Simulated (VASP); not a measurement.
Zn2Cd3Se, 6 atoms in the cell. Symmetry: P-4m2, No. 115, tetragonal system. The conventional cell has a = 4.443 Å, b = 4.443 Å, c = 7.976 Å, α = 90.00°, β = 90.00°, γ = 90.00°. Zn (site symmetry 2mm) has 7 Cd at 2.86 to 3.85 Å and 2 Se at 3.12 Å within 3.9 Å. Within 3.9 Å of Cd (site symmetry 2mm) lie 2 Se at 2.95 Å and 2 Cd at 3.02 Å and 5 Zn at 3.15 to 3.85 Å. Within 3.8 Å of Cd (site symmetry -4m2) lie 4 Zn at 2.86 Å and 4 Cd at 3.02 Å. Se (site symmetry -4m2) has 4 Cd at 2.95 Å and 4 Zn at 3.12 Å within 3.9 Å. 

- Program: VASP 6.6.1
- Task: single point
- Functional: PBE
- Potentials or basis: VASP PAW PBE potentials, release 64 (Zn, Cd, Se)
- Cutoff: 520 eV
- k mesh: 8 × 8 × 4
- Occupations: gaussian, width 0.1 eV
- Spin: no spin polarisation
- Dipole correction: no
- Further INCAR settings: ALGO = Normal; EDIFF = 1e-06; NBANDS = 42

Potentials or basis: VASP PAW PBE potentials, release 64 (Zn, Cd, Se).

Launch:

```console
$ cat potpaw_PBE.64/Zn/POTCAR potpaw_PBE.64/Cd/POTCAR potpaw_PBE.64/Se/POTCAR > POTCAR
$ mpirun -np 1 vasp_std > vasp.out
```

Hardware: 1 thread of Intel(R) Xeon(R) Platinum 8488C (Sapphire Rapids), with other jobs on the host.

Question: Estimate the wall time of this run.

Answer: Wall time 5.5 min on 1 thread of Intel(R) Xeon(R) Platinum 8488C (Sapphire Rapids), on a shared host, peak memory 0.43 GiB. Counts: scf iterations 14, k points 45.
